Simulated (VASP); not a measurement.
# InSb (F-43m) in VASP: further runs

InSb is run at these levels: PBEsol; tasks: relaxation of cell and atoms.

Everything below comes from runs of VASP 6.6.1. Logs are shortened: lines on timing, memory, paths and dates and some standing lists are left out, and cuts for length are marked.

### Step 1. The cell of the first run

It takes space group F-43m (No. 216, cubic). The conventional cell has a = 6.520 Å, b = 6.520 Å, c = 6.520 Å, α = 90.00°, β = 90.00°, γ = 90.00°. Within 3.7 Å of In (site symmetry -43m) lie 4 Sb at 2.82 Å. Sb (site symmetry -43m) has 4 In at 2.82 Å within 3.7 Å.

### Step 2. Relaxation of cell and atoms, PBEsol, target pressure 7 GPa, at which the enthalpy is minimised

Input file INCAR:

```
SYSTEM = InSb
PREC = Accurate
ENCUT = 600
EDIFF = 1E-7
ISMEAR = -1
SIGMA = 0.1
LREAL = .False.
LASPH = .True.
NELM = 80
ALGO = Normal
ISIF = 3
LWAVE = .False.
LCHARG = .False.
GGA = PS
IBRION = 2
NSW = 100
EDIFFG = -0.002
PSTRESS = 70.0
```

Input file KPOINTS:

```
Automatic mesh
0
Gamma
  12 12 12
  0 0 0
```

Input file POSCAR:

```
InSb
1.0
    0.0000000000      3.2600996144      3.2600996144
    3.2600996144      0.0000000000      3.2600996144
    3.2600996144      3.2600996144      0.0000000000
In Sb
1 1
Direct
    0.0000000000      0.0000000000      0.0000000000
    0.7500000000      0.7500000000      0.7500000000
```

Potentials or basis: VASP PAW PBE potentials, release 64 (In_d, Sb).

On the command line:

```
$ cat potpaw_PBE.64/In_d/POTCAR potpaw_PBE.64/Sb/POTCAR > POTCAR
$ mpirun -np 1 vasp_std > vasp.out
```

OUTCAR:

```text
SYSTEM = InSb
   PREC = Accurate
   ENCUT = 600
   EDIFF = 1E-7
   ISMEAR = -1
   LREAL = .False.
   LASPH = .True.
   NELM = 80
   ISIF = 3
   GGA = PS
   IBRION = 2
   NSW = 100
   EDIFFG = -0.002
   PSTRESS = 70.0

 ion  position               nearest neighbor table
   1  0.000  0.000  0.000-   2 2.82   2 2.82   2 2.82   2 2.82
   2  0.750  0.750  0.750-   1 2.82   1 2.82   1 2.82   1 2.82

  LATTYP: Found a face centered cubic cell.
 ALAT       =     6.5201992288

  Lattice vectors:

 A1 = (   0.0000000000,   3.2600996144,   3.2600996144)
 A2 = (   3.2600996144,   0.0000000000,   3.2600996144)
 A3 = (   3.2600996144,   3.2600996144,   0.0000000000)

Analysis of symmetry for initial positions (statically):
=====================================================================
 Subroutine PRICEL returns:
 Original cell was already a primitive cell.

 Routine SETGRP: Setting up the symmetry group for a
 face centered cubic supercell.

 Subroutine GETGRP returns: Found 24 space group operations
 (whereof 24 operations were pure point group operations)
 out of a pool of 48 trial point group operations.

The static configuration has the point symmetry T_d .

Analysis of symmetry for dynamics (positions and initial velocities):
=====================================================================
 Subroutine PRICEL returns:
 Original cell was already a primitive cell.

 Routine SETGRP: Setting up the symmetry group for a
 face centered cubic supercell.

 Subroutine GETGRP returns: Found 24 space group operations
 (whereof 24 operations were pure point group operations)
 out of a pool of 48 trial point group operations.

The dynamic configuration has the point symmetry T_d .

 Subroutine INISYM returns: Found 24 space group operations
 (whereof 24 operations are pure point group operations),
 and found     1 'primitive' translations

----------------------------------------------------------------------------------------

                                     Primitive cell

  volume of cell :      69.2983

  direct lattice vectors                    reciprocal lattice vectors
     0.000000000  3.260099614  3.260099614    -0.153369547  0.153369547  0.153369547
     3.260099614  0.000000000  3.260099614     0.153369547 -0.153369547  0.153369547
     3.260099614  3.260099614  0.000000000     0.153369547  0.153369547 -0.153369547

  length of vectors
     4.610477089  4.610477089  4.610477089     0.265643847  0.265643847  0.265643847

  position of ions in fractional coordinates (direct lattice)
     0.000000000  0.000000000  0.000000000
     0.750000000  0.750000000  0.750000000

  ion indices of the primitive-cell ions
   primitive index   ion index
                 1           1
                 2           2

----------------------------------------------------------------------------------------

 KPOINTS: Automatic mesh

Automatic generation of k-mesh.
 Grid dimensions read from file:
 generate k-points for:   12   12   12

 Generating k-lattice:

  Cartesian coordinates                     Fractional coordinates (reciprocal lattice)
    -0.012780796  0.012780796  0.012780796     0.083333333  0.000000000  0.000000000
     0.012780796 -0.012780796  0.012780796     0.000000000  0.083333333  0.000000000
     0.012780796  0.012780796 -0.012780796     0.000000000  0.000000000  0.083333333

  Length of vectors
     0.022136987  0.022136987  0.022136987

  Shift w.r.t. Gamma in fractional coordinates (k-lattice)
     0.000000000  0.000000000  0.000000000

 Subroutine IBZKPT returns following result:
 ===========================================

 Found     72 irreducible k-points:

 Following reciprocal coordinates:
            Coordinates               Weight
  0.000000  0.000000  0.000000      1.000000
  0.083333  0.000000  0.000000      8.000000
  0.166667  0.000000  0.000000      8.000000
  0.250000  0.000000  0.000000      8.000000
  0.333333  0.000000  0.000000      8.000000
  0.416667  0.000000  0.000000      8.000000
[... 16 lines left out ...]
  0.500000  0.166667  0.000000     24.000000
 -0.416667  0.166667  0.000000     24.000000
 [... further k-points ...]
   k-points           NKPTS =     72   k-points in BZ     NKDIM =     72   number of bands    NBANDS=     13
   number of dos      NEDOS =    301   number of ions     NIONS =      2
   total plane-waves  NPLWV =  64000
   dimension x,y,z NGX =    40 NGY =   40 NGZ =   40
   dimension x,y,z NGXF=    80 NGYF=   80 NGZF=   80
   ions per type =               1   1
   NGX,Y,Z   is equivalent  to a cutoff of  14.42, 14.42, 14.42 a.u.
   NGXF,Y,Z  is equivalent  to a cutoff of  28.85, 28.85, 28.85 a.u.
 SYSTEM =  InSb
   PREC   = accura    normal or accurate (medium, high low for compatibility)
   ISTART =      0    job   : 0-new  1-cont  2-samecut
   ICHARG =      2    charge: 1-file 2-atom 10-const
   ISPIN  =      1    spin polarized calculation?
   LNONCOLLINEAR =      F non collinear calculations
   LSORBIT =      F    spin-orbit coupling
   LASPH  =      T    aspherical Exc in radial PAW
   ENCUT  =  600.0 eV  44.10 Ry    6.64 a.u.   9.21  9.21  9.21*2*pi/ulx,y,z
   NELM   =     80;   NELMIN=  2; NELMDL= -5     # of ELM steps
   EDIFF  = 0.1E-06   stopping-criterion for ELM
   LREAL  =      F    real-space projection
   EDIFFG = -.2E-02   stopping-criterion for IOM
   NSW    =    100    number of steps for IOM
   IBRION =      2    ionic relax: 0-MD 1-quasi-New 2-CG
   NFREE  =      1    steps in history (QN), initial steepest desc. (CG)
   ISIF   =      3    stress and relaxation
   ISYM   =      2    0-nonsym 1-usesym 2-fastsym
   POTIM  = 0.5000    time-step for ionic-motion
   TEBEG  =    0.0;   TEEND  =   0.0 temperature during run
   PSTRESS=   70.0 pullay stress
   NELECT =      18.0000    total number of electrons
   NUPDOWN=      -1.0000    fix difference up-down
   EMIN   =  10.00;   EMAX   =-10.00  energy-range for DOS
   EFERMI =   0.00;   METHOD = LEGACY
   ISMEAR =    -1;   SIGMA  =   0.10  broadening in eV -4-tet -1-fermi 0-gaus
   EFERMI_NEDOS =   21; number of points for ismear=-14 and -15
   IALGO  =     38    algorithm
   IMIX   =      4    mixing-type and parameters
     AMIX     =   0.40;   BMIX     =  1.00
     AMIX_MAG =   1.60;   BMIX_MAG =  1.00
  volume/ion in A,a.u.               =      34.65       233.82
  Fermi-wavevector in a.u.,A,eV,Ry     =   1.044539  1.973893 14.844805  1.091062
  Thomas-Fermi vector in A             =   2.179296
   LORBIT       =      0    0 simple, 1 ext, 2 COOP (PROOUT), +10 PAW based schemes
   GGA     = PS    functional components
   LHFCALC =     F    Hartree Fock is set to
   AEXX    =    0.0000 exact exchange contribution
   IVDW    =     0    specifies the selected vdW correction
   LEPSILON=     F    determine dielectric tensor
   LRPA    =     F    only Hartree local field effects (RPA)
 conjugate gradient relaxation of ions
 non-spin polarized calculation
  energy-cutoff  :      600.00
  volume of cell :       69.30
 maximum number of plane-waves:      2334
 NGX is ok and might be reduce to    40
   NGX = 19   NGY = 19   NGZ = 19

--------------------------------------- Ionic step        1  -------------------------------------------

 number of electron      17.9999999 magnetization

 Free energy of the ion-electron system (eV)
  ---------------------------------------------------
  ext. energy  EPLUGINS =         0.00000000
  ---------------------------------------------------
  free energy    TOTEN  =        -7.70156755 eV

  energy without entropy =       -7.69994679  energy(sigma->0) =       -7.70075717

------------------------ aborting loop because EDIFF is reached ----------------------------------------

  FORCE on cell =-STRESS in cart. coord.  units (eV):
  Direction    XX          YY          ZZ          XY          YZ          ZX
  --------------------------------------------------------------------------------------
  -------------------------------------------------------------------------------------
  Total        0.0063953      0.0063953      0.0063953      0.0000000      0.0000000     -0.0000000
  in kB        0.1478593      0.1478593      0.1478593      0.0000000      0.0000000     -0.0000000
  external PRESSURE =     -69.8521407 kB  Pullay stress =      70.0000000 kB
[... 175 lines left out ...]
  enthalpy is  TOTEN    =        -4.8660091462 eV   P V=        2.6816741022

--------------------------------------- Ionic step        6  -------------------------------------------

 number of electron      17.9999997 magnetization

 Free energy of the ion-electron system (eV)
  ---------------------------------------------------
  ext. energy  EPLUGINS =         0.00000000
  ---------------------------------------------------
  free energy    TOTEN  =        -7.54678848 eV

  energy without entropy =       -7.54610892  energy(sigma->0) =       -7.54644870

 E-fermi :   6.4080     XC(G=0):  -9.3145

 val. band max:        6.1184325754   @ k =   0.0000   0.0000   0.0000
 cond. band min:       6.4589645108   @ k =   0.0000   0.0000   0.0000
 fundamental gap:      0.3405319354
 Fermi energy:         6.4079876659

 k-point     1 :       0.0000    0.0000    0.0000
  band No.  band energies     occupation
      1      -8.6926      2.00000
      2      -8.6926      2.00000
      3      -8.6926      2.00000
      4      -8.5724      2.00000
      5      -8.5724      2.00000
      6      -5.3421      2.00000
      7       6.1184      1.89525
      8       6.1184      1.89525
      9       6.1184      1.89525
     10       6.4590      0.75050
     11       9.0191      0.00000
     12       9.0191      0.00000
     13       9.0191      0.00000
[... 353 lines left out ...]
 k-point    24 :      -0.4167    0.1667    0.0000
  band No.  band energies     occupation
      1      -8.7750      2.00000
      2      -8.6592      2.00000
      3      -8.6561      2.00000
      4      -8.5754      2.00000
      5      -8.5714      2.00000
      6      -3.5014      2.00000
      7       0.0515      2.00000
      8       3.3929      2.00000
      9       4.6140      2.00000
     10       7.9568      0.00000
     11       9.7906      0.00000
     12      10.6762      0.00000
     13      12.7491      0.00000

 [... further k-points ...]

------------------------ aborting loop because EDIFF is reached ----------------------------------------

  FORCE on cell =-STRESS in cart. coord.  units (eV):
  Direction    XX          YY          ZZ          XY          YZ          ZX
  --------------------------------------------------------------------------------------
  -------------------------------------------------------------------------------------
  Total        2.6819967      2.6819967      2.6819967      0.0000000      0.0000000      0.0000000
  in kB       70.0318277     70.0318277     70.0318277      0.0000000      0.0000000      0.0000000
  external PRESSURE =       0.0318277 kB  Pullay stress =      70.0000000 kB
[... 17 lines left out ...]
  FREE ENERGIE OF THE ION-ELECTRON SYSTEM (eV)
  ---------------------------------------------------
  free  energy   TOTEN  =        -7.5467884779 eV

  energy  without entropy=       -7.5461089187  energy(sigma->0) =       -7.54644870

  enthalpy is  TOTEN    =        -4.8660106910 eV   P V=        2.6807777869

 reached required accuracy - stopping structural energy minimisation
```

It took 3.6 min on 1 thread of Intel Xeon Platinum 8488C (Sapphire Rapids), shared host; peak memory 0.31 GiB.

What came out:

| Property | Result |
| --- | --- |
| Free energy | -7.5468 eV |
| Relaxed volume | 30.68 Å³/atom |
| Relaxed cell | a = 4.427 Å, b = 4.427 Å, c = 4.427 Å, α = 60.00°, β = 60.00°, γ = 60.00° |
| Space group after relaxing (to 0.1 Å) | F-43m (No. 216) |
| Energy change on relaxing (the run minimises the enthalpy) | +77.4 meV/atom |
| Ionic steps | 6 |
| Pressure after relaxing | 7.0 GPa |
| Band gap on the k mesh | 0.34 eV |

The path:
```csv
step,energy change (eV),largest force (eV/Å),pressure (GPa),volume (Å³)
1,0.0000,0.0000,0.01,69.30
2,0.5929,0.0000,16.75,55.22
3,0.1494,0.0000,6.85,61.48
4,0.1559,0.0000,7.03,61.33
5,0.1539,0.0000,6.98,61.38
6,0.1548,0.0000,7.00,61.36
```

Final structure:
```
In Sb
1.0
     0.00000    3.13051    3.13051
     3.13051    0.00000    3.13051
     3.13051    3.13051    0.00000
In Sb
1 1
Direct
  0.00000 0.00000 0.00000
  0.75000 0.75000 0.75000
```

Levels at points of the mesh, in eV from the valence-band top:
```csv
k point,band 5,band 6,band 7,band 8,band 9,band 10,band 11,band 12,band 13
"(0.00, 0.00, 0.00)",-14.69,-11.46,0.00,0.00,0.00,0.34,2.90,2.90,2.90
"(0.50, 0.00, 0.00)",-14.69,-9.80,-6.19,-1.18,-1.18,0.66,3.77,3.77,5.86
"(0.50, 0.50, 0.00)",-14.68,-9.05,-6.43,-2.65,-2.65,1.06,1.17,8.74,8.74
```

Caveat: the cell is relaxed towards a set pressure, so the run minimises the enthalpy, not the energy; semilocal functionals underestimate gaps, and a narrow one can read as zero; the PAW data sets were made with another functional, which shifts forces and pressure a little; spin-orbit coupling is left out, which moves the levels of the heavy elements.

(Part 1 of 2 ends here.)
